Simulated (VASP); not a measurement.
# Br (I4/mmm) in VASP: notebook

The runs below take Br through single point, relaxation of cell and atoms, with PBE.

Program: VASP 6.6.1. These are calculated values, not measurements. Logs are shortened: lines on timing, memory, paths and dates and some standing lists are left out, and cuts for length are marked.

## 1. The cell of the first run

Symmetry: I4/mmm, No. 139, tetragonal system. Conventional cell: a = 2.847 Å, b = 2.847 Å, c = 7.155 Å, α = 90.00°, β = 90.00°, γ = 90.00°. Br (site symmetry 4/mmm) has 4 Br at 2.85 Å within 3.8 Å.

## 2. Single point, PBE

File INCAR:

```
PREC = Accurate ; ENCUT = 520
EDIFF = 1E-6 ; ISMEAR = -1
SIGMA = 0.01 ; LREAL = F
LASPH = T ; NELM = 100
ALGO = Normal ; ISIF = 2
LWAVE = F ; LCHARG = F
GGA = PE ; NBANDS = 10
```

File KPOINTS:

```
Automatic mesh
0
Gamma
  13 13 13
```

File POSCAR:

```
Br
1.0
   -1.4234917050      1.4234917050      3.5775173700
    1.4234917050     -1.4234917050      3.5775173700
    1.4234917050      1.4234917050     -3.5775173700
Br
1
Direct
    0.0000000000      0.0000000000      0.0000000000
```

Potentials or basis: VASP PAW PBE potentials, release 64 (Br).

Launch:

```console
$ cat potpaw_PBE.64/Br/POTCAR > POTCAR
$ mpirun -np 1 vasp_std > vasp.out
```

OUTCAR:

```text
PREC = Accurate
   ENCUT = 520
   EDIFF = 1E-6
   ISMEAR = -1
   LREAL = F
   LASPH = T
   NELM = 100
   ISIF = 2
   GGA = PE

 ion  position               nearest neighbor table
   1  0.000  0.000  0.000-

  LATTYP: Found a body centered tetragonal cell.
 ALAT       =     2.8469834100
 C/A-ratio  =     2.5131986069

  Lattice vectors:

 A1 = (  -1.4234917050,   1.4234917050,   3.5775173700)
 A2 = (   1.4234917050,  -1.4234917050,   3.5775173700)
 A3 = (   1.4234917050,   1.4234917050,  -3.5775173700)

Analysis of symmetry for initial positions (statically):
=====================================================================
 Subroutine PRICEL returns:
 Original cell was already a primitive cell.

 Routine SETGRP: Setting up the symmetry group for a
 body centered tetragonal supercell.

 Subroutine GETGRP returns: Found 16 space group operations
 (whereof 16 operations were pure point group operations)
 out of a pool of 16 trial point group operations.

The static configuration has the point symmetry D_4h.

Analysis of symmetry for dynamics (positions and initial velocities):
=====================================================================
 Subroutine PRICEL returns:
 Original cell was already a primitive cell.

 Routine SETGRP: Setting up the symmetry group for a
 body centered tetragonal supercell.

 Subroutine GETGRP returns: Found 16 space group operations
 (whereof 16 operations were pure point group operations)
 out of a pool of 16 trial point group operations.

The dynamic configuration has the point symmetry D_4h.

 Subroutine INISYM returns: Found 16 space group operations
 (whereof 16 operations are pure point group operations),
 and found     1 'primitive' translations

----------------------------------------------------------------------------------------

                                     Primitive cell

  volume of cell :      28.9969

  direct lattice vectors                    reciprocal lattice vectors
    -1.423491705  1.423491705  3.577517370     0.000000000  0.351248973  0.139761725
     1.423491705 -1.423491705  3.577517370     0.351248973  0.000000000  0.139761725
     1.423491705  1.423491705 -3.577517370     0.351248973  0.351248973  0.000000000

  length of vectors
     4.105032010  4.105032010  4.105032010     0.378033307  0.378033307  0.496741062
[... 79 lines left out ...]
   EDIFF  = 0.1E-05   stopping-criterion for ELM
   LREAL  =      F    real-space projection
   EDIFFG = 0.1E-04   stopping-criterion for IOM
   NSW    =      0    number of steps for IOM
   IBRION =     -1    ionic relax: 0-MD 1-quasi-New 2-CG
   NFREE  =      0    steps in history (QN), initial steepest desc. (CG)
   ISIF   =      2    stress and relaxation
   ISYM   =      2    0-nonsym 1-usesym 2-fastsym
   POTIM  = 0.5000    time-step for ionic-motion
   TEBEG  =    0.0;   TEEND  =   0.0 temperature during run
   PSTRESS=    0.0 pullay stress
   NELECT =       7.0000    total number of electrons
   NUPDOWN=      -1.0000    fix difference up-down
   EMIN   =  10.00;   EMAX   =-10.00  energy-range for DOS
   EFERMI =   0.00;   METHOD = LEGACY
   ISMEAR =    -1;   SIGMA  =   0.01  broadening in eV -4-tet -1-fermi 0-gaus
   EFERMI_NEDOS =   21; number of points for ismear=-14 and -15
   IALGO  =     38    algorithm
   IMIX   =      4    mixing-type and parameters
     AMIX     =   0.40;   BMIX     =  1.00
     AMIX_MAG =   1.60;   BMIX_MAG =  1.00
  volume/ion in A,a.u.               =      29.00       195.68
  Fermi-wavevector in a.u.,A,eV,Ry     =   1.019351  1.926294 14.137486  1.039076
  Thomas-Fermi vector in A             =   2.152860
   LORBIT       =      0    0 simple, 1 ext, 2 COOP (PROOUT), +10 PAW based schemes
   GGA     = PE    functional components
   LHFCALC =     F    Hartree Fock is set to
   AEXX    =    0.0000 exact exchange contribution
   IVDW    =     0    specifies the selected vdW correction
   LEPSILON=     F    determine dielectric tensor
   LRPA    =     F    only Hartree local field effects (RPA)
 non-spin polarized calculation
  energy-cutoff  :      520.00
  volume of cell :       29.00
 maximum number of plane-waves:       795
   NGX = 15   NGY = 15   NGZ = 15

 number of electron       7.0000000 magnetization

 Free energy of the ion-electron system (eV)
  ---------------------------------------------------
  ext. energy  EPLUGINS =         0.00000000
  ---------------------------------------------------
  free energy    TOTEN  =        -1.44111386 eV

  energy without entropy =       -1.44071233  energy(sigma->0) =       -1.44091310

 E-fermi :   1.4872     XC(G=0):  -8.6374

 val. band max:        1.3840902359   @ k =  -0.2308   0.3077   0.0769
 cond. band min:       1.4916546804   @ k =  -0.3077   0.3846   0.1538
 fundamental gap:      0.1075644445
 Fermi energy:         1.4871895667

 k-point     1 :       0.0000    0.0000    0.0000
  band No.  band energies     occupation
      1     -14.8296      2.00000
      2      -0.8595      2.00000
      3       2.3934      0.00000
      4       2.3934      0.00000
      5       6.8800      0.00000
      6      11.2708      0.00000
      7      11.7644      0.00000
      8      17.3354      0.00000
      9      17.3354      0.00000
     10      17.9558      0.00000
[... 287 lines left out ...]
 k-point    24 :       0.4615    0.1538    0.0000
  band No.  band energies     occupation
      1     -12.9331      2.00000
      2      -4.0560      2.00000
      3      -0.3282      2.00000
      4       1.4993      0.46019
      5       8.3974      0.00000
      6      12.1218      0.00000
      7      14.6767      0.00000
      8      15.7676      0.00000
      9      16.6894      0.00000
     10      18.6888      0.00000

 [... further k-points ...]

------------------------ aborting loop because EDIFF is reached ----------------------------------------

  FORCE on cell =-STRESS in cart. coord.  units (eV):
  Direction    XX          YY          ZZ          XY          YZ          ZX
  --------------------------------------------------------------------------------------
  -------------------------------------------------------------------------------------
  Total        0.2243121      0.2243121      0.3060565      0.0000000     -0.0000000      0.0000000
  in kB       12.3940045     12.3940045     16.9106616      0.0000000     -0.0000000      0.0000000
  external PRESSURE =      13.8995569 kB  Pullay stress =       0.0000000 kB

 VOLUME and BASIS-vectors are now :
 -----------------------------------------------------------------------------
  energy-cutoff  :      520.00
  volume of cell :       29.00
      direct lattice vectors                 reciprocal lattice vectors
    -1.423491705  1.423491705  3.577517370     0.000000000  0.351248973  0.139761725
     1.423491705 -1.423491705  3.577517370     0.351248973  0.000000000  0.139761725
     1.423491705  1.423491705 -3.577517370     0.351248973  0.351248973  0.000000000

 POSITION                                       TOTAL-FORCE (eV/Angst)
 -----------------------------------------------------------------------------------
      0.00000      0.00000      0.00000         0.000000      0.000000     -0.000000
 -----------------------------------------------------------------------------------
    total drift:                               -0.000000     -0.000000      0.000000

  FREE ENERGIE OF THE ION-ELECTRON SYSTEM (eV)
  ---------------------------------------------------
  free  energy   TOTEN  =        -1.4411138559 eV

  energy  without entropy=       -1.4407123344  energy(sigma->0) =       -1.44091310
```

It took 36 s on 1 thread of Intel Xeon 6975P-C, shared host; peak memory 0.21 GiB.

What came out:

| Quantity | Value |
| --- | --- |
| Free energy | -1.4411 eV |
| Pressure | 1.4 GPa |

Levels at points of the mesh, in eV from the Fermi level:
```tsv
k point	band 1	band 2	band 3	band 4	band 5	band 6
(0.00, 0.00, 0.00)	-16.32	-2.35	0.91	0.91	5.39	9.78
```

Caveat: an odd number of electrons without spin polarisation forces a metal; a magnetic or distorted state may lie lower.

## 3. Single point, PBE (volume scaled by 0.94)

File INCAR:

```
SYSTEM = Br
PREC = Accurate ; ENCUT = 520
EDIFF = 1E-6 ; ISMEAR = -1
SIGMA = 0.05 ; LREAL = .FALSE.
LASPH = .TRUE. ; NELM = 80
ALGO = Normal ; ISIF = 2
LWAVE = .FALSE. ; LCHARG = .FALSE.
GGA = PE ; NBANDS = 10
```

File KPOINTS:

```
regular mesh
0
G
  13 13 13
  0 0 0
```

File POSCAR:

```
Br
1.0
   -1.3944327001      1.3944327001      3.5044863193
    1.3944327001     -1.3944327001      3.5044863193
    1.3944327001      1.3944327001     -3.5044863193
Br
1
Direct
    0.0000000000      0.0000000000      0.0000000000
```

Potentials or basis: VASP PAW PBE potentials, release 64 (Br).

Launch:

```console
$ cat potpaw_PBE.64/Br/POTCAR > POTCAR
$ mpirun -np 1 vasp_std > vasp.out
```

OUTCAR:

```text
SYSTEM = Br
   PREC = Accurate
   ENCUT = 520
   EDIFF = 1E-6
   ISMEAR = -1
   LREAL = .FALSE.
   LASPH = .TRUE.
   NELM = 80
   ISIF = 2
   GGA = PE

 ion  position               nearest neighbor table
   1  0.000  0.000  0.000-

  LATTYP: Found a body centered tetragonal cell.
 ALAT       =     2.7888654002
 C/A-ratio  =     2.5131986069

  Lattice vectors:

 A1 = (  -1.3944327001,   1.3944327001,   3.5044863193)
 A2 = (   1.3944327001,  -1.3944327001,   3.5044863193)
[... 492 lines left out ...]

 [... further k-points ...]

------------------------ aborting loop because EDIFF is reached ----------------------------------------

  FORCE on cell =-STRESS in cart. coord.  units (eV):
  Direction    XX          YY          ZZ          XY          YZ          ZX
  --------------------------------------------------------------------------------------
  -------------------------------------------------------------------------------------
  Total        0.8841973      0.8841973      0.3824709      0.0000000     -0.0000000      0.0000000
  in kB       51.9733002     51.9733002     22.4817196      0.0000000     -0.0000000      0.0000000
  external PRESSURE =      42.1427733 kB  Pullay stress =       0.0000000 kB

 VOLUME and BASIS-vectors are now :
 -----------------------------------------------------------------------------
  energy-cutoff  :      520.00
  volume of cell :       27.26
      direct lattice vectors                 reciprocal lattice vectors
    -1.394432700  1.394432700  3.504486319     0.000000000  0.358568757  0.142674262
     1.394432700 -1.394432700  3.504486319     0.358568757  0.000000000  0.142674262
     1.394432700  1.394432700 -3.504486319     0.358568757  0.358568757  0.000000000

 POSITION                                       TOTAL-FORCE (eV/Angst)
 -----------------------------------------------------------------------------------
      0.00000      0.00000      0.00000         0.000000     -0.000000      0.000000
 -----------------------------------------------------------------------------------
    total drift:                                0.000000      0.000000     -0.000000

  FREE ENERGIE OF THE ION-ELECTRON SYSTEM (eV)
  ---------------------------------------------------
  free  energy   TOTEN  =        -1.4139138663 eV

  energy  without entropy=       -1.4094985353  energy(sigma->0) =       -1.41170620
```

OSZICAR:

```text
N       E                     dE             d eps       ncg     rms          rms(c)
DAV:   1     0.207958882943E+02    0.20796E+02   -0.28293E+03  3920   0.533E+02
DAV:   2    -0.604343516494E+00   -0.21400E+02   -0.20712E+02  4990   0.976E+01
DAV:   3    -0.145080652964E+01   -0.84646E+00   -0.84150E+00  4756   0.180E+01
DAV:   4    -0.145366519279E+01   -0.28587E-02   -0.28584E-02  4930   0.124E+00
DAV:   5    -0.145367292541E+01   -0.77326E-05   -0.77323E-05  4736   0.608E-02    0.713E+00
DAV:   6    -0.142554373675E+01    0.28129E-01   -0.18258E-02  4362   0.762E-01    0.435E+00
DAV:   7    -0.141398386262E+01    0.11560E-01   -0.37593E-02  4340   0.112E+00    0.121E-01
DAV:   8    -0.141390895430E+01    0.74908E-04   -0.12680E-03  4320   0.227E-01    0.344E-02
DAV:   9    -0.141391173151E+01   -0.27772E-05   -0.13451E-05  5154   0.261E-02    0.767E-03
DAV:  10    -0.141391374177E+01   -0.20103E-05   -0.28583E-06  4312   0.107E-02    0.220E-03
DAV:  11    -0.141391386630E+01   -0.12453E-06   -0.26101E-07  3138   0.324E-03
   1 F= -.14139139E+01 E0= -.14117062E+01  d E =-.441533E-02
```

stdout:

```text
POSCAR found type information on POSCAR Br
 POSCAR found :  1 types and       1 ions
 scaLAPACK will be used
 LDA part: xc-table for (Slater+PW92), standard interpolation
 POSCAR, INCAR and KPOINTS ok, starting setup
 FFT: planning ... GRIDC
 FFT: planning ... GRID_SOFT
 FFT: planning ... GRID
 WAVECAR not read
 entering main loop
```

It took 2 min on 1 thread of AMD EPYC 7R13, shared host; peak memory 0.17 GiB.

Results:

```
Free energy : -1.4139 eV
Pressure    : 4.2 GPa
```

Stress tensor (GPa, compression positive):
```
5.20 0.00 0.00
0.00 5.20 0.00
0.00 0.00 2.25
```

Levels at points of the mesh, in eV from the Fermi level:
```
           k point  band 1  band 2  band 3  band 4  band 5  band 6  band 7
(0.00, 0.00, 0.00)  -16.79   -2.59    1.01    1.01    5.24    9.66   10.43
```

Caveat: an odd number of electrons without spin polarisation forces a metal; a magnetic or distorted state may lie lower.

## 4. Single point, PBE

File INCAR:

```
ALGO     = Normal         # electronic algorithm
EDIFF    = 1E-7           # SCF threshold, eV
ENCUT    = 520            # plane-wave cutoff, eV
GGA      = PE             # functional
ISIF     = 2              # what is computed and relaxed
ISMEAR   = -1             # smearing method
LASPH    = True           # aspherical terms in the spheres
LCHARG   = False          # write CHGCAR
LREAL    = False          # projectors in reciprocal space
LWAVE    = False          # write WAVECAR
NBANDS   = 10             # bands
NELM     = 60             # most SCF steps
PREC     = Accurate       # precision mode
SIGMA    = 0.05           # smearing width, eV
```

File KPOINTS:

```
k-points
0
Gamma
  13 13 13
```

File POSCAR:

```
Br
1.0
   -1.4234917050      1.4234917050      3.5775173700
    1.4234917050     -1.4234917050      3.5775173700
    1.4234917050      1.4234917050     -3.5775173700
Br
1
Direct
    0.0000000000      0.0000000000      0.0000000000
```

Potentials or basis: VASP PAW PBE potentials, release 64 (Br).

Launch:

```console
$ cat potpaw_PBE.64/Br/POTCAR > POTCAR
$ mpirun -np 1 vasp_std > vasp.out
```

OUTCAR:

```text
EDIFF = 1E-7
   ENCUT = 520
   GGA = PE
   ISIF = 2
   ISMEAR = -1
   LASPH = True
   LREAL = False
   NELM = 60
   PREC = Accurate

 ion  position               nearest neighbor table
   1  0.000  0.000  0.000-

  LATTYP: Found a body centered tetragonal cell.
 ALAT       =     2.8469834100
 C/A-ratio  =     2.5131986069

  Lattice vectors:

 A1 = (  -1.4234917050,   1.4234917050,   3.5775173700)
 A2 = (   1.4234917050,  -1.4234917050,   3.5775173700)
 A3 = (   1.4234917050,   1.4234917050,  -3.5775173700)

[... 488 lines left out ...]
     10      18.6888      0.00000

 [... further k-points ...]

------------------------ aborting loop because EDIFF is reached ----------------------------------------

  FORCE on cell =-STRESS in cart. coord.  units (eV):
  Direction    XX          YY          ZZ          XY          YZ          ZX
  --------------------------------------------------------------------------------------
  -------------------------------------------------------------------------------------
  Total        0.2299698      0.2299698      0.3056528      0.0000000      0.0000000      0.0000000
  in kB       12.7066123     12.7066123     16.8883572      0.0000000      0.0000000      0.0000000
  external PRESSURE =      14.1005273 kB  Pullay stress =       0.0000000 kB

 VOLUME and BASIS-vectors are now :
 -----------------------------------------------------------------------------
  energy-cutoff  :      520.00
  volume of cell :       29.00
      direct lattice vectors                 reciprocal lattice vectors
    -1.423491705  1.423491705  3.577517370     0.000000000  0.351248973  0.139761725
     1.423491705 -1.423491705  3.577517370     0.351248973  0.000000000  0.139761725
     1.423491705  1.423491705 -3.577517370     0.351248973  0.351248973  0.000000000

 POSITION                                       TOTAL-FORCE (eV/Angst)
 -----------------------------------------------------------------------------------
      0.00000      0.00000      0.00000        -0.000000      0.000000     -0.000000
 -----------------------------------------------------------------------------------
    total drift:                                0.000000      0.000000     -0.000000

  FREE ENERGIE OF THE ION-ELECTRON SYSTEM (eV)
  ---------------------------------------------------
  free  energy   TOTEN  =        -1.4436266734 eV

  energy  without entropy=       -1.4389020794  energy(sigma->0) =       -1.44126438
```

OSZICAR:

```text
N       E                     dE             d eps       ncg     rms          rms(c)
DAV:   1     0.219966191307E+02    0.21997E+02   -0.28354E+03  3920   0.532E+02
DAV:   2    -0.518733708519E+00   -0.22515E+02   -0.21889E+02  5012   0.964E+01
DAV:   3    -0.148216631756E+01   -0.96343E+00   -0.94347E+00  4702   0.188E+01
DAV:   4    -0.148564246605E+01   -0.34761E-02   -0.34758E-02  4980   0.136E+00
DAV:   5    -0.148565304067E+01   -0.10575E-04   -0.10574E-04  4776   0.699E-02    0.611E+00
DAV:   6    -0.145606826939E+01    0.29585E-01   -0.19135E-02  4378   0.773E-01    0.373E+00
DAV:   7    -0.144367774119E+01    0.12391E-01   -0.39158E-02  4322   0.113E+00    0.139E-01
DAV:   8    -0.144362218068E+01    0.55561E-04   -0.11975E-03  4284   0.219E-01    0.421E-02
DAV:   9    -0.144362440284E+01   -0.22222E-05   -0.12051E-05  5126   0.248E-02    0.829E-03
DAV:  10    -0.144362652869E+01   -0.21258E-05   -0.32354E-06  4298   0.114E-02    0.561E-03
DAV:  11    -0.144362664360E+01   -0.11491E-06   -0.19608E-07  4848   0.277E-03    0.112E-03
DAV:  12    -0.144362667338E+01   -0.29776E-07   -0.31015E-08  3246   0.110E-03
   1 F= -.14436267E+01 E0= -.14412644E+01  d E =-.472459E-02
```

Run time: 2.3 min. Hardware: 1 thread of AMD EPYC 7R13, shared host; peak memory 0.17 GiB.

What came out:

| Item | Value |
| --- | --- |
| Free energy | -1.4436 eV |
| Pressure | 1.4 GPa |

Stress tensor (GPa, compression positive):
```
1.27 0.00 0.00
0.00 1.27 0.00
0.00 0.00 1.69
```

Levels at points of the mesh, in eV from the Fermi level:
| k point | band 1 | band 2 | band 3 | band 4 | band 5 | band 6 |
| --- | --- | --- | --- | --- | --- | --- |
| (0.00, 0.00, 0.00) | -16.29 | -2.32 | 0.94 | 0.94 | 5.42 | 9.81 |

Caveat: an odd number of electrons without spin polarisation forces a metal; a magnetic or distorted state may lie lower.

(Part 1 of 2 ends here.)
